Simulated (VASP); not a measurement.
# BN (Cm) in VASP: single point with PBE

Aim: the single point of BN with PBE.

Everything below comes from runs of VASP 6.6.1. Logs are shortened: lines on timing, memory, paths and dates and some standing lists are left out, and cuts for length are marked.

### Step 1. The cell of the first run

The structure is monoclinic, space group Cm (No. 8). The conventional cell has a = 4.385 Å, b = 2.647 Å, c = 3.775 Å, α = 90.00°, β = 112.70°, γ = 90.00°. B (site symmetry m) has 3 N at 1.39 to 1.76 Å within 1.9 Å. N (site symmetry m) has 3 B at 1.39 to 1.76 Å within 1.9 Å.

### Step 2. Single point, PBE (strained and its atoms moved)

File INCAR:

```
SYSTEM = BN
ALGO = Normal ; EDIFF = 1E-7
ENCUT = 520 ; GGA = PE
ISIF = 2 ; ISMEAR = 0
LASPH = .True. ; LCHARG = .False.
LREAL = .False. ; LWAVE = .False.
NBANDS = 11 ; NELM = 60
PREC = Accurate ; SIGMA = 0.02
```

File KPOINTS:

```
k-points
0
Gamma
  12 12 12
  0 0 0
```

File POSCAR:

```
BN
1.0
    1.2638035484      0.7296585746      3.4815358026
   -1.2965421136      0.7797034459      3.4829620814
    0.0269708473     -1.5127012256      3.4829640541
B N
1 1
Direct
    1.0701443324      0.9670170865      0.9670170865
    0.2622886676      0.3654159135      0.3654159135
```

Potentials or basis: VASP PAW PBE potentials, release 64 (B, N).

The run is started by

```console
> cat potpaw_PBE.64/B/POTCAR potpaw_PBE.64/N/POTCAR > POTCAR
> mpirun -np 1 vasp_std > vasp.out
```

OUTCAR:

```text
SYSTEM = BN
   EDIFF = 1E-7
   ENCUT = 520
   GGA = PE
   ISIF = 2
   ISMEAR = 0
   LASPH = .True.
   LREAL = .False.
   NELM = 60
   PREC = Accurate

 ion  position               nearest neighbor table
   1  0.070  0.967  0.967-   2 1.39   2 1.39   2 1.76
   2  0.262  0.365  0.365-   1 1.39   1 1.39   1 1.76

  LATTYP: Found a base centered monoclinic cell.
 ALAT       =     4.3846113188
 B/A-ratio  =     0.6037107897
 C/A-ratio  =     0.8609677524
 COS(beta)  =    -0.3859721599

  Lattice vectors:

 A1 = (  -2.5603456620,   0.0500448713,   0.0014262788)
 A2 = (  -1.2368327011,  -2.2423598002,   0.0014282515)
 A3 = (   1.2638035484,   0.7296585746,   3.4815358026)

Analysis of symmetry for initial positions (statically):
=====================================================================
 Subroutine PRICEL returns:
 Original cell was already a primitive cell.

 Routine SETGRP: Setting up the symmetry group for a
 base centered monoclinic supercell.

 Subroutine GETGRP returns: Found  2 space group operations
 (whereof  2 operations were pure point group operations)
 out of a pool of  4 trial point group operations.

The static configuration has the point symmetry C_1h.

Analysis of symmetry for dynamics (positions and initial velocities):
=====================================================================
 Subroutine PRICEL returns:
 Original cell was already a primitive cell.

 Routine SETGRP: Setting up the symmetry group for a
 base centered monoclinic supercell.

 Subroutine GETGRP returns: Found  2 space group operations
 (whereof  2 operations were pure point group operations)
 out of a pool of  4 trial point group operations.

The dynamic configuration has the point symmetry C_1h.

 Subroutine INISYM returns: Found  2 space group operations
 (whereof  2 operations are pure point group operations),
 and found     1 'primitive' translations

----------------------------------------------------------------------------------------

                                     Primitive cell

  volume of cell :      20.2093

  direct lattice vectors                    reciprocal lattice vectors
     1.263803548  0.729658575  3.481535803     0.395084235  0.228100781  0.096008046
    -1.296542114  0.779703446  3.482962081    -0.386352495  0.213163784  0.095571865
     0.026970847 -1.512701226  3.482964054    -0.008569948 -0.441170907  0.095571290

  length of vectors
     3.775008952  3.797365373  3.797371594     0.466196380  0.451487575  0.451485421

  position of ions in fractional coordinates (direct lattice)
     0.070144332  0.967017087  0.967017087
     0.262288668  0.365415914  0.365415914

  ion indices of the primitive-cell ions
   primitive index   ion index
                 1           1
                 2           2

----------------------------------------------------------------------------------------

 KPOINTS: k-points

Automatic generation of k-mesh.
 Grid dimensions read from file:
 generate k-points for:   12   12   12

 Generating k-lattice:

  Cartesian coordinates                     Fractional coordinates (reciprocal lattice)
     0.032923686  0.019008398  0.008000671     0.083333333  0.000000000 -0.000000000
    -0.032196041  0.017763649  0.007964322     0.000000000  0.083333333 -0.000000000
    -0.000714162 -0.036764242  0.007964274     0.000000000  0.000000000  0.083333333

  Length of vectors
     0.038849698  0.037623965  0.037623785

  Shift w.r.t. Gamma in fractional coordinates (k-lattice)
     0.000000000  0.000000000  0.000000000

 Subroutine IBZKPT returns following result:
 ===========================================

 Found    476 irreducible k-points:

 Following reciprocal coordinates:
            Coordinates               Weight
  0.000000  0.000000  0.000000      1.000000
  0.083333 -0.000000  0.000000      2.000000
  0.166667 -0.000000  0.000000      2.000000
  0.250000 -0.000000  0.000000      2.000000
  0.333333  0.000000  0.000000      2.000000
  0.416667  0.000000  0.000000      2.000000
[... 16 lines left out ...]
  0.250000  0.166667  0.000000      4.000000
  0.333333  0.166667  0.000000      4.000000
 [... further k-points ...]
   k-points           NKPTS =    476   k-points in BZ     NKDIM =    476   number of bands    NBANDS=     11
   number of dos      NEDOS =    301   number of ions     NIONS =      2
   total plane-waves  NPLWV =  21952
   dimension x,y,z NGX =    28 NGY =   28 NGZ =   28
   dimension x,y,z NGXF=    56 NGYF=   56 NGZF=   56
   ions per type =               1   1
   NGX,Y,Z   is equivalent  to a cutoff of  12.33, 12.26, 12.26 a.u.
   NGXF,Y,Z  is equivalent  to a cutoff of  24.66, 24.52, 24.52 a.u.
 SYSTEM =  BN
   PREC   = accura    normal or accurate (medium, high low for compatibility)
   ISTART =      0    job   : 0-new  1-cont  2-samecut
   ICHARG =      2    charge: 1-file 2-atom 10-const
   ISPIN  =      1    spin polarized calculation?
   LNONCOLLINEAR =      F non collinear calculations
   LSORBIT =      F    spin-orbit coupling
   LASPH  =      T    aspherical Exc in radial PAW
   ENCUT  =  520.0 eV  38.22 Ry    6.18 a.u.   7.02  7.06  7.06*2*pi/ulx,y,z
   NELM   =     60;   NELMIN=  2; NELMDL= -5     # of ELM steps
   EDIFF  = 0.1E-06   stopping-criterion for ELM
   LREAL  =      F    real-space projection
   EDIFFG = 0.1E-05   stopping-criterion for IOM
   NSW    =      0    number of steps for IOM
   IBRION =     -1    ionic relax: 0-MD 1-quasi-New 2-CG
   NFREE  =      0    steps in history (QN), initial steepest desc. (CG)
   ISIF   =      2    stress and relaxation
   ISYM   =      2    0-nonsym 1-usesym 2-fastsym
   POTIM  = 0.5000    time-step for ionic-motion
   TEBEG  =    0.0;   TEEND  =   0.0 temperature during run
   PSTRESS=    0.0 pullay stress
   NELECT =       8.0000    total number of electrons
   NUPDOWN=      -1.0000    fix difference up-down
   EMIN   =  10.00;   EMAX   =-10.00  energy-range for DOS
   EFERMI =   0.00;   METHOD = LEGACY
   ISMEAR =     0;   SIGMA  =   0.02  broadening in eV -4-tet -1-fermi 0-gaus
   EFERMI_NEDOS =   21; number of points for ismear=-14 and -15
   IALGO  =     38    algorithm
   IMIX   =      4    mixing-type and parameters
     AMIX     =   0.40;   BMIX     =  1.00
     AMIX_MAG =   1.60;   BMIX_MAG =  1.00
  volume/ion in A,a.u.               =      10.10        68.19
  Fermi-wavevector in a.u.,A,eV,Ry     =   1.202047  2.271539 19.659281  1.444916
  Thomas-Fermi vector in A             =   2.337839
   LORBIT       =      0    0 simple, 1 ext, 2 COOP (PROOUT), +10 PAW based schemes
   GGA     = PE    functional components
   LHFCALC =     F    Hartree Fock is set to
   AEXX    =    0.0000 exact exchange contribution
   IVDW    =     0    specifies the selected vdW correction
   LEPSILON=     F    determine dielectric tensor
   LRPA    =     F    only Hartree local field effects (RPA)
 non-spin polarized calculation
 Gauss-broadening in eV      SIGMA  =   0.02
  energy-cutoff  :      520.00
  volume of cell :       20.21
 maximum number of plane-waves:       557
   NGX = 13   NGY = 15   NGZ = 15

 number of electron       7.9999999 magnetization

 Free energy of the ion-electron system (eV)
  ---------------------------------------------------
  ext. energy  EPLUGINS =         0.00000000
  ---------------------------------------------------
  free energy    TOTEN  =       -16.47077734 eV

  energy without entropy =      -16.47077734  energy(sigma->0) =      -16.47077734

 E-fermi :   3.1532     XC(G=0):  -9.5679

 val. band max:        3.0315410933   @ k =   0.1667   0.1667   0.1667
 cond. band min:       4.7118919147   @ k =   0.5000   0.5000   0.0000
 fundamental gap:      1.6803508214
 Fermi energy:         3.1532285771

 k-point     1 :       0.0000    0.0000    0.0000
  band No.  band energies     occupation
      1     -15.6953      2.00000
      2      -2.8994      2.00000
      3      -2.4209      2.00000
      4       3.0296      2.00000
      5       6.3326      0.00000
      6       9.9204      0.00000
      7      13.4655      0.00000
      8      14.1472      0.00000
      9      16.6494      0.00000
     10      25.0286      0.00000
     11      27.2806      0.00000

 k-point     2 :       0.0833   -0.0000    0.0000
  band No.  band energies     occupation
      1     -15.5542      2.00000
      2      -3.0310      2.00000
      3      -2.2961      2.00000
      4       2.1321      2.00000
      5       6.6914      0.00000
      6      10.1392      0.00000
      7      13.2424      0.00000
      8      14.3838      0.00000
      9      17.1055      0.00000
     10      25.3366      0.00000
     11      25.7910      0.00000

 k-point     3 :       0.1667   -0.0000    0.0000
  band No.  band energies     occupation
      1     -15.1385      2.00000
      2      -3.3729      2.00000
      3      -1.9339      2.00000
      4       0.2149      2.00000
      5       7.3941      0.00000
      6      10.4855      0.00000
      7      12.5958      0.00000
      8      15.1439      0.00000
      9      18.3969      0.00000
     10      22.5810      0.00000
     11      24.8171      0.00000

 k-point     4 :       0.2500   -0.0000    0.0000
  band No.  band energies     occupation
      1     -14.4770      2.00000
      2      -3.8039      2.00000
      3      -1.9839      2.00000
      4      -1.3366      2.00000
      5       8.1451      0.00000
      6      10.7766      0.00000
      7      11.7520      0.00000
      8      16.2199      0.00000
      9      20.0261      0.00000
     10      20.3045      0.00000
     11      23.3643      0.00000

 k-point     5 :       0.3333    0.0000    0.0000
  band No.  band energies     occupation
      1     -13.6432      2.00000
      2      -4.2006      2.00000
      3      -4.0031      2.00000
      4      -0.6752      2.00000
      5       8.6030      0.00000
      6      10.3938      0.00000
      7      11.9381      0.00000
      8      16.9770      0.00000
      9      18.4789      0.00000
     10      21.8432      0.00000
     11      23.0360      0.00000
[... 211 lines left out ...]
 k-point    21 :       0.0833    0.1667    0.0000
  band No.  band energies     occupation
      1     -15.3706      2.00000
      2      -3.7001      2.00000
      3      -2.0718      2.00000
      4       2.2373      2.00000
      5       7.1599      0.00000
      6       9.9540      0.00000
      7      11.9110      0.00000
      8      14.7221      0.00000
      9      18.0466      0.00000
     10      24.6899      0.00000
     11      25.9293      0.00000

 k-point    22 :       0.1667    0.1667    0.0000
  band No.  band energies     occupation
      1     -15.2275      2.00000
      2      -3.8740      2.00000
      3      -2.0287      2.00000
      4       1.7153      2.00000
      5       7.5876      0.00000
      6       9.8656      0.00000
      7      11.6647      0.00000
      8      15.0202      0.00000
      9      18.4989      0.00000
     10      23.6659      0.00000
     11      26.2327      0.00000

 k-point    23 :       0.2500    0.1667    0.0000
  band No.  band energies     occupation
      1     -14.8243      2.00000
      2      -4.3181      2.00000
      3      -1.7299      2.00000
      4       0.3169      2.00000
      5       8.3907      0.00000
      6      10.0356      0.00000
      7      11.1049      0.00000
      8      15.4088      0.00000
      9      19.8076      0.00000
     10      21.8628      0.00000
     11      25.4884      0.00000

 k-point    24 :       0.3333    0.1667    0.0000
  band No.  band energies     occupation
      1     -14.1953      2.00000
      2      -4.8567      2.00000
      3      -1.5879      2.00000
      4      -1.1353      2.00000
      5       8.9195      0.00000
      6      10.6043      0.00000
      7      10.8764      0.00000
      8      15.7401      0.00000
      9      19.5974      0.00000
     10      21.7683      0.00000
     11      24.2536      0.00000

 [... further k-points ...]
[... 5 lines left out ...]
  --------------------------------------------------------------------------------------
  -------------------------------------------------------------------------------------
  Total       -0.8016010     -1.3332445      0.1445502      0.4604065     -0.0812769     -0.1407769
  in kB      -63.5504174   -105.6987795     11.4598445     36.5007327     -6.4435845    -11.1607070
  external PRESSURE =     -52.5964508 kB  Pullay stress =       0.0000000 kB

 VOLUME and BASIS-vectors are now :
 -----------------------------------------------------------------------------
  energy-cutoff  :      520.00
  volume of cell :       20.21
      direct lattice vectors                 reciprocal lattice vectors
     1.263803548  0.729658575  3.481535803     0.395084235  0.228100781  0.096008046
    -1.296542114  0.779703446  3.482962081    -0.386352495  0.213163784  0.095571865
     0.026970847 -1.512701226  3.482964054    -0.008569948 -0.441170907  0.095571290

 POSITION                                       TOTAL-FORCE (eV/Angst)
 -----------------------------------------------------------------------------------
     -1.13905     -0.65764      6.98038        -4.392799     -2.536199     -0.357329
     -0.13244     -0.07647      3.45863         4.392799      2.536199      0.357329
 -----------------------------------------------------------------------------------
    total drift:                                0.000080     -0.000220      0.000121

  FREE ENERGIE OF THE ION-ELECTRON SYSTEM (eV)
  ---------------------------------------------------
  free  energy   TOTEN  =       -16.4707773417 eV

  energy  without entropy=      -16.4707773417  energy(sigma->0) =      -16.47077734
```

Run time: 1.7 min. Hardware: 1 thread of Intel Xeon Platinum 8559C (Emerald Rapids), shared host; peak memory 0.23 GiB.

What came out:

| Item | Value |
| --- | --- |
| Free energy | -16.4708 eV |
| Pressure | -5.3 GPa |
| Largest force | 5.085 eV/Å |
| Band gap on the k mesh | 1.68 eV, indirect (least direct gap 3.30 eV) |

Forces in eV/Å, atoms in the order of the input:
```
B   -4.393 -2.536 -0.357
N    4.393  2.536  0.357
```

Stress tensor (GPa, compression positive):
```
 -6.36   3.65  -1.12
  3.65 -10.57  -0.64
 -1.12  -0.64   1.15
```

Levels at points of the mesh, in eV from the valence-band top:
| k point | band 1 | band 2 | band 3 | band 4 | band 5 | band 6 | band 7 | band 8 |
| --- | --- | --- | --- | --- | --- | --- | --- | --- |
| (0.00, 0.00, 0.00) | -18.73 | -5.93 | -5.45 | 0.00 | 3.30 | 6.89 | 10.43 | 11.12 |
| (0.50, 0.00, 0.00) | -15.47 | -9.26 | -7.60 | -2.84 | 5.37 | 6.52 | 11.01 | 12.99 |
| (0.00, 0.50, 0.00) | -16.24 | -10.46 | -3.78 | -1.88 | 2.53 | 5.97 | 10.32 | 12.57 |
| (0.50, 0.50, 0.00) | -16.19 | -10.35 | -3.82 | -2.38 | 1.68 | 5.89 | 11.83 | 14.78 |
| (0.00, 0.50, 0.50) | -15.41 | -9.16 | -7.64 | -3.34 | 4.90 | 6.23 | 11.11 | 14.09 |
| (0.50, 0.50, 0.50) | -18.52 | -7.16 | -5.94 | -0.01 | 6.62 | 7.86 | 8.82 | 13.48 |

Caveat: the cell differs from its parent crystal (strained and its atoms moved); forces of over 1 eV/Å act on the atoms, so gaps and moduli don't describe the material at rest. A k mesh can miss the band edges.
